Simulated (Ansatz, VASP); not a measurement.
**Two plane-wave programs on CuRu2**

```xyz
3
Lattice="4.2959 0.0000 0.0000 -2.1480 3.7204 0.0000 0.0000 0.0000 2.5845" Properties=species:S:1:pos:R:3 pbc="T T T"
Cu    0.0000    0.0000    0.0000
Ru    0.0000    2.4803    1.2922
Ru    2.1480    1.2401    1.2922
```

Change from the starting cell: species swapped into the ScB2 type (P6/mmm, No. 191).

Alike in both runs: functional PBE; k mesh 12 × 12 × 18; occupations gaussian, width 0.1 eV; no spin polarisation.

Ansatz relaxed the structure, and its values are those at the end. VASP's run is a single point on that final structure, the one shown.

|  | VASP | Ansatz |
| --- | --- | --- |
| version | VASP 6.6.1 | Ansatz 0.2.0 |
| potentials or method | VASP PAW PBE potentials, release 64 (Cu, Ru_pv), cutoff 520 eV | scalar-relativistic, plane waves, PAW |
| valence electrons in the cell | 39 | 51 |

```tsv
	VASP	Ansatz	Ansatz less VASP
gap on the k mesh at the Fermi level (eV)	none	none	-
pressure (GPa)	0.1	0.0	-0.07
```

A gap of «none» marks a metal or a gap that the smearing closes. With one functional, cell and mesh, what is left measures potentials, basis and numerics. VASP's potentials hold 39 valence electrons a cell and Ansatz's 51, so a difference there can come from the potentials and not from the codes.
